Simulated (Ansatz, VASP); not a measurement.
In: VASP beside Ansatz

```
In
1.0
    -2.11317    2.11317    1.49401
     2.11317   -2.11317    1.49401
     2.11317    2.11317   -1.49401
In
1
Direct
  0.00000 0.00000 0.00000
```

Alike in both runs: task single point; functional PBEsol; k mesh 20 × 20 × 20; occupations gaussian, width 0.15 eV; no spin polarisation.

|  | VASP | Ansatz |
| --- | --- | --- |
| version | VASP 6.6.1 | Ansatz 0.2.0 |
| potentials or method | VASP PAW PBE potentials, release 64 (In_d), cutoff 520 eV | scalar-relativistic, plane waves, PAW |
| valence electrons in the cell | 13 | 13 |

Ansatz gave:

```
gap on the k mesh at the Fermi level (eV)                     : none
pressure (GPa)                                                : -0.4
traceless stress, the component that is largest in VASP (GPa) : 2.96
```

Which values does VASP return?

gap on the k mesh at the Fermi level (eV): none; pressure (GPa): -0.3; traceless stress, the component that is largest in VASP (GPa): 2.99.

VASP's potentials were made for PBE, not for PBEsol. A gap of «none» marks a metal or a gap that the smearing closes.
